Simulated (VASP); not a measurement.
# C (R-3m) in VASP: notebook

Runs on C. Level: PBEsol+D3(BJ). Tasks: single point.

All numbers are computed with VASP 6.6.1; they aren't measurements. Logs are shortened: lines on timing, memory, paths and dates and some standing lists are left out, and cuts for length are marked.

### 1 The cell of the first run

Symmetry: R-3m, No. 166, trigonal system. The conventional cell has a = 2.458 Å, b = 2.458 Å, c = 9.849 Å, α = 90.00°, β = 90.00°, γ = 120.00°. C (site symmetry 3m) has 3 C at 1.43 Å within 1.9 Å.

### 2 Single point, PBEsol+D3(BJ) (mode 4 frozen in at -0.095 Å and mode 6 at +0.000 Å (largest displacements))

Contents of INCAR:

```
SYSTEM = C
PREC = Accurate
ENCUT = 520
EDIFF = 1E-7
ISMEAR = 0
SIGMA = 0.05
LREAL = .False.
LASPH = .True.
NELM = 80
ALGO = Normal
ISIF = 2
LWAVE = .False.
LCHARG = .False.
GGA = PS
IVDW = 12
NBANDS = 11
```

Contents of KPOINTS:

```
Automatic mesh
0
Gamma
  15 15 15
  0 0 0
```

Contents of POSCAR:

```
C
1.0
    1.2290461105      0.7095901028      3.2829684898
   -1.2290461105      0.7095901028      3.2829684898
    0.0000000000     -1.4191802055      3.2829684898
C
2
Direct
    0.1569378743      0.1569378743      0.1569378743
    0.8430621257      0.8430621257      0.8430621257
```

Potentials or basis: VASP PAW PBE potentials, release 64 (C).

Launch:

```
cat potpaw_PBE.64/C/POTCAR > POTCAR
mpirun -np 1 vasp_std > vasp.out
```

OUTCAR:

```text
SYSTEM = C
   PREC = Accurate
   ENCUT = 520
   EDIFF = 1E-7
   ISMEAR = 0
   LREAL = .False.
   LASPH = .True.
   NELM = 80
   ISIF = 2
   GGA = PS
   IVDW = 12
 IVDW          = 12

 ion  position               nearest neighbor table
   1  0.157  0.157  0.157-   2 1.43   2 1.43   2 1.43
   2  0.843  0.843  0.843-   1 1.43   1 1.43   1 1.43

  LATTYP: Found a trigonal (rhomboedric) cell.
 ALAT       =     3.5765842029
 COS(alpha) =     0.7638274378

  Lattice vectors:

 A1 = (   1.2290461105,   0.7095901028,   3.2829684898)
 A2 = (  -1.2290461105,   0.7095901028,   3.2829684898)
 A3 = (   0.0000000000,  -1.4191802055,   3.2829684898)

Analysis of symmetry for initial positions (statically):
=====================================================================
 Subroutine PRICEL returns:
 Original cell was already a primitive cell.

 Routine SETGRP: Setting up the symmetry group for a
 trigonal (rhombohedral) supercell.

 Subroutine GETGRP returns: Found 12 space group operations
 (whereof 12 operations were pure point group operations)
 out of a pool of 12 trial point group operations.

The static configuration has the point symmetry D_3d.

Analysis of symmetry for dynamics (positions and initial velocities):
=====================================================================
 Subroutine PRICEL returns:
 Original cell was already a primitive cell.

 Routine SETGRP: Setting up the symmetry group for a
 trigonal (rhombohedral) supercell.

 Subroutine GETGRP returns: Found 12 space group operations
 (whereof 12 operations were pure point group operations)
 out of a pool of 12 trial point group operations.

The dynamic configuration has the point symmetry D_3d.

 Subroutine INISYM returns: Found 12 space group operations
 (whereof 12 operations are pure point group operations),
 and found     1 'primitive' translations

----------------------------------------------------------------------------------------

                                     Primitive cell

  volume of cell :      17.1788

  direct lattice vectors                    reciprocal lattice vectors
     1.229046110  0.709590103  3.282968490     0.406819562  0.234877383  0.101534125
    -1.229046110  0.709590103  3.282968490    -0.406819562  0.234877383  0.101534125
     0.000000000 -1.419180206  3.282968490     0.000000000 -0.469754767  0.101534125

  length of vectors
     3.576584203  3.576584203  3.576584203     0.480602455  0.480602455  0.480602455

  position of ions in fractional coordinates (direct lattice)
     0.156937874  0.156937874  0.156937874
     0.843062126  0.843062126  0.843062126

  ion indices of the primitive-cell ions
   primitive index   ion index
                 1           1
                 2           2

----------------------------------------------------------------------------------------

 KPOINTS: Automatic mesh

Automatic generation of k-mesh.
 Grid dimensions read from file:
 generate k-points for:   15   15   15

 Generating k-lattice:

  Cartesian coordinates                     Fractional coordinates (reciprocal lattice)
     0.027121304  0.015658492  0.006768942     0.066666667  0.000000000  0.000000000
    -0.027121304  0.015658492  0.006768942     0.000000000  0.066666667  0.000000000
     0.000000000 -0.031316984  0.006768942     0.000000000  0.000000000  0.066666667

  Length of vectors
     0.032040164  0.032040164  0.032040164

  Shift w.r.t. Gamma in fractional coordinates (k-lattice)
     0.000000000  0.000000000  0.000000000

 Subroutine IBZKPT returns following result:
 ===========================================

 Found    344 irreducible k-points:

 Following reciprocal coordinates:
            Coordinates               Weight
  0.000000  0.000000  0.000000      1.000000
  0.066667  0.000000  0.000000      6.000000
  0.133333 -0.000000  0.000000      6.000000
  0.200000  0.000000 -0.000000      6.000000
  0.266667 -0.000000  0.000000      6.000000
  0.333333 -0.000000  0.000000      6.000000
[... 16 lines left out ...]
  0.133333  0.133333 -0.000000      6.000000
  0.200000  0.133333 -0.000000     12.000000
 [... further k-points ...]
   k-points           NKPTS =    344   k-points in BZ     NKDIM =    344   number of bands    NBANDS=     11
   number of dos      NEDOS =    301   number of ions     NIONS =      2
   total plane-waves  NPLWV =  21952
   dimension x,y,z NGX =    28 NGY =   28 NGZ =   28
   dimension x,y,z NGXF=    56 NGYF=   56 NGZF=   56
   ions per type =               2
   NGX,Y,Z   is equivalent  to a cutoff of  13.01, 13.01, 13.01 a.u.
   NGXF,Y,Z  is equivalent  to a cutoff of  26.03, 26.03, 26.03 a.u.
 SYSTEM =  C
   PREC   = accura    normal or accurate (medium, high low for compatibility)
   ISTART =      0    job   : 0-new  1-cont  2-samecut
   ICHARG =      2    charge: 1-file 2-atom 10-const
   ISPIN  =      1    spin polarized calculation?
   LNONCOLLINEAR =      F non collinear calculations
   LSORBIT =      F    spin-orbit coupling
   LASPH  =      T    aspherical Exc in radial PAW
   ENCUT  =  520.0 eV  38.22 Ry    6.18 a.u.   6.65  6.65  6.65*2*pi/ulx,y,z
   NELM   =     80;   NELMIN=  2; NELMDL= -5     # of ELM steps
   EDIFF  = 0.1E-06   stopping-criterion for ELM
   LREAL  =      F    real-space projection
   EDIFFG = 0.1E-05   stopping-criterion for IOM
   NSW    =      0    number of steps for IOM
   IBRION =     -1    ionic relax: 0-MD 1-quasi-New 2-CG
   NFREE  =      0    steps in history (QN), initial steepest desc. (CG)
   ISIF   =      2    stress and relaxation
   ISYM   =      2    0-nonsym 1-usesym 2-fastsym
   POTIM  = 0.5000    time-step for ionic-motion
   TEBEG  =    0.0;   TEEND  =   0.0 temperature during run
   PSTRESS=    0.0 pullay stress
   NELECT =       8.0000    total number of electrons
   NUPDOWN=      -1.0000    fix difference up-down
   EMIN   =  10.00;   EMAX   =-10.00  energy-range for DOS
   EFERMI =   0.00;   METHOD = LEGACY
   ISMEAR =     0;   SIGMA  =   0.05  broadening in eV -4-tet -1-fermi 0-gaus
   EFERMI_NEDOS =   21; number of points for ismear=-14 and -15
   IALGO  =     38    algorithm
   IMIX   =      4    mixing-type and parameters
     AMIX     =   0.40;   BMIX     =  1.00
     AMIX_MAG =   1.60;   BMIX_MAG =  1.00
  volume/ion in A,a.u.               =       8.59        57.96
  Fermi-wavevector in a.u.,A,eV,Ry     =   1.268938  2.397944 21.908137  1.610203
  Thomas-Fermi vector in A             =   2.402006
   LORBIT       =      0    0 simple, 1 ext, 2 COOP (PROOUT), +10 PAW based schemes
   GGA     = PS    functional components
   LHFCALC =     F    Hartree Fock is set to
   AEXX    =    0.0000 exact exchange contribution
   IVDW    =    12    specifies the selected vdW correction
   LEPSILON=     F    determine dielectric tensor
   LRPA    =     F    only Hartree local field effects (RPA)
 non-spin polarized calculation
 Gauss-broadening in eV      SIGMA  =   0.05
  energy-cutoff  :      520.00
  volume of cell :       17.18
 maximum number of plane-waves:       476
   NGX = 13   NGY = 13   NGZ = 13

 number of electron       8.0000000 magnetization

 Free energy of the ion-electron system (eV)
  ---------------------------------------------------
  ext. energy  EPLUGINS =         0.00000000
  ---------------------------------------------------
  free energy    TOTEN  =       -18.98449527 eV

  energy without entropy =      -18.98449527  energy(sigma->0) =      -18.98449527

 E-fermi :   4.6424     XC(G=0): -10.7639

 val. band max:        4.4355008287   @ k =  -0.2000   0.4000   0.0667
 cond. band min:       5.2630567933   @ k =  -0.2000   0.4000   0.0667
 fundamental gap:      0.8275559647
 Fermi energy:         4.6423848953

 k-point     1 :       0.0000    0.0000    0.0000
  band No.  band energies     occupation
      1     -14.7835      2.00000
      2      -1.4871      2.00000
      3       2.2084      2.00000
      4       2.2084      2.00000
      5       8.2025      0.00000
      6      13.2119      0.00000
      7      13.2119      0.00000
      8      16.8927      0.00000
      9      17.6944      0.00000
     10      27.4002      0.00000
     11      31.4916      0.00000

 k-point     2 :       0.0667    0.0000    0.0000
  band No.  band energies     occupation
      1     -14.6744      2.00000
      2      -1.3860      2.00000
      3       1.7759      2.00000
      4       1.9825      2.00000
      5       8.3291      0.00000
      6      13.2572      0.00000
      7      13.6515      0.00000
      8      16.5631      0.00000
      9      17.8864      0.00000
     10      27.7061      0.00000
     11      30.2074      0.00000

 k-point     3 :       0.1333   -0.0000    0.0000
  band No.  band energies     occupation
      1     -14.3477      2.00000
      2      -1.0921      2.00000
      3       0.6369      2.00000
      4       1.4115      2.00000
      5       8.6850      0.00000
      6      13.2620      0.00000
      7      14.8500      0.00000
      8      15.6912      0.00000
      9      18.4852      0.00000
     10      27.8830      0.00000
     11      28.6025      0.00000

 k-point     4 :       0.2000    0.0000   -0.0000
  band No.  band energies     occupation
      1     -13.8060      2.00000
      2      -1.1038      2.00000
      3      -0.4205      2.00000
      4       0.7000      2.00000
      5       9.1511      0.00000
      6      13.0968      0.00000
      7      14.5885      0.00000
      8      16.5540      0.00000
      9      19.3987      0.00000
     10      26.0199      0.00000
     11      27.9968      0.00000

 k-point     5 :       0.2667   -0.0000    0.0000
  band No.  band energies     occupation
      1     -13.0542      2.00000
      2      -2.7863      2.00000
      3       0.0096      2.00000
      4       0.2014      2.00000
      5       9.3286      0.00000
      6      12.9064      0.00000
      7      13.7521      0.00000
      8      18.4885      0.00000
      9      20.2541      0.00000
     10      24.7759      0.00000
     11      26.9936      0.00000
[... 211 lines left out ...]
 k-point    21 :      -0.1333    0.0667   -0.0000
  band No.  band energies     occupation
      1     -14.0318      2.00000
      2      -0.7885      2.00000
      3      -0.1226      2.00000
      4       0.7878      2.00000
      5       8.8513      0.00000
      6      13.4463      0.00000
      7      14.9759      0.00000
      8      15.5078      0.00000
      9      19.1461      0.00000
     10      26.0043      0.00000
     11      29.0116      0.00000

 k-point    22 :      -0.0667    0.0667    0.0000
  band No.  band energies     occupation
      1     -14.4614      2.00000
      2      -1.1433      2.00000
      3       1.0505      2.00000
      4       1.5250      2.00000
      5       8.4927      0.00000
      6      13.3999      0.00000
      7      14.3187      0.00000
      8      15.9604      0.00000
      9      18.3057      0.00000
     10      28.1329      0.00000
     11      28.2505      0.00000

 k-point    23 :       0.1333    0.1333   -0.0000
  band No.  band energies     occupation
      1     -14.3283      2.00000
      2      -1.2600      2.00000
      3       0.6533      2.00000
      4       1.3937      2.00000
      5       8.9961      0.00000
      6      13.2378      0.00000
      7      14.8577      0.00000
      8      15.6187      0.00000
      9      18.5208      0.00000
     10      27.3324      0.00000
     11      28.8218      0.00000

 k-point    24 :       0.2000    0.1333   -0.0000
  band No.  band energies     occupation
      1     -13.9941      2.00000
      2      -1.0691      2.00000
      3      -0.1583      2.00000
      4       0.7695      2.00000
      5       9.4340      0.00000
      6      13.4472      0.00000
      7      14.9255      0.00000
      8      15.5058      0.00000
      9      19.1981      0.00000
     10      25.9116      0.00000
     11      29.1901      0.00000

 [... further k-points ...]

------------------------ aborting loop because EDIFF is reached ----------------------------------------

 Edisp (eV)   -0.22523

 E8    (eV) :    -0.1095

  FORCE on cell =-STRESS in cart. coord.  units (eV):
  Direction    XX          YY          ZZ          XY          YZ          ZX
  --------------------------------------------------------------------------------------
  -------------------------------------------------------------------------------------
  Total       0.09421     0.09421    -0.73380     0.00000    -0.00000     0.00000
  in kB       8.78683     8.78683   -68.43778     0.00000    -0.00000     0.00000
  external pressure =      -16.95 kB  Pullay stress =        0.00 kB

 VOLUME and BASIS-vectors are now :
 -----------------------------------------------------------------------------
  energy-cutoff  :      520.00
  volume of cell :       17.18
      direct lattice vectors                 reciprocal lattice vectors
     1.229046110  0.709590103  3.282968490     0.406819562  0.234877383  0.101534125
    -1.229046110  0.709590103  3.282968490    -0.406819562  0.234877383  0.101534125
     0.000000000 -1.419180206  3.282968490     0.000000000 -0.469754767  0.101534125

 POSITION                                       TOTAL-FORCE (eV/Angst)
 -----------------------------------------------------------------------------------
      0.00000      0.00000      1.54567         0.000000      0.000000      3.117689
      0.00000      0.00000      8.30324         0.000000     -0.000000     -3.117689
 -----------------------------------------------------------------------------------
    total drift:                               -0.000000     -0.000000      0.000000

  FREE ENERGIE OF THE ION-ELECTRON SYSTEM (eV)
  ---------------------------------------------------
  free  energy   TOTEN  =       -19.2097231616 eV

  energy  without entropy=      -19.2097231616  energy(sigma->0) =      -19.20972316
```

Run time: 54 s. Hardware: 1 thread of Intel Xeon 6975P-C (Granite Rapids), shared host; peak memory 0.19 GiB.

What came out:

| Property | Result |
| --- | --- |
| Free energy | -19.2097 eV |
| Pressure | -1.7 GPa |
| Largest force | 3.118 eV/Å |
| Band gap on the k mesh | 0.83 eV, direct |
| Dispersion energy per atom | -0.113 eV |

Forces on the atoms (eV/Å):
```
C    0.000  0.000  3.118
C    0.000  0.000 -3.118
```

Stress tensor (GPa, compression positive):
```
 0.88  0.00  0.00
 0.00  0.88  0.00
 0.00  0.00 -6.84
```

Caveat: the cell differs from its parent crystal (mode 4 frozen in at -0.095 Å and mode 6 at +0.000 Å (largest displacements)); the PAW data sets were made with another functional, which shifts forces and pressure a little. A k mesh can miss the band edges.

### 3 Single point, PBEsol+D3(BJ) (mode 4 frozen in at -0.032 Å and mode 6 at +0.000 Å (largest displacements))

Contents of INCAR:

```
PREC = Accurate
ENCUT = 520
EDIFF = 1E-6
ISMEAR = 0
SIGMA = 0.05
LREAL = F
LASPH = T
NELM = 60
ALGO = Normal
ISIF = 2
LWAVE = F
LCHARG = F
GGA = PS
IVDW = 12
NBANDS = 11
```

Contents of KPOINTS:

```
Automatic mesh
0
Gamma
  15 15 15
```

Contents of POSCAR:

```
C
1.0
    1.2290461105      0.7095901028      3.2829684898
   -1.2290461105      0.7095901028      3.2829684898
    0.0000000000     -1.4191802055      3.2829684898
C
2
Direct
    0.1633649844      0.1633649844      0.1633649844
    0.8366350156      0.8366350156      0.8366350156
```

Potentials or basis: VASP PAW PBE potentials, release 64 (C).

Launch:

```
cat potpaw_PBE.64/C/POTCAR > POTCAR
mpirun -np 1 vasp_std > vasp.out
```

Run time: 47 s. Hardware: 1 thread of Intel Xeon 6975P-C (Granite Rapids), shared host; peak memory 0.19 GiB.

It converged, with:

```
Free energy                : -19.4734 eV
Pressure                   : 0.5 GPa
Largest force              : 1.044 eV/Å
Band gap on the k mesh     : 0.88 eV, direct
Dispersion energy per atom : -0.113 eV
```

Forces on the atoms (eV/Å):
```
C    0.000  0.000  1.044
C    0.000  0.000 -1.044
```

Stress tensor (GPa, compression positive):
```
 1.15  0.00  0.00
 0.00  1.15  0.00
 0.00  0.00 -0.93
```

Levels at points of the mesh, in eV from the valence-band top:
```csv
k point,band 1,band 2,band 3,band 4,band 5,band 6,band 7,band 8
"(0.00, 0.00, 0.00)",-19.25,-6.02,-2.47,-2.47,4.54,8.85,8.85,11.98
```

Caveat: the cell differs from its parent crystal (mode 4 frozen in at -0.032 Å and mode 6 at +0.000 Å (largest displacements)); the PAW data sets were made with another functional, which shifts forces and pressure a little.

[end of part 1 of 2]
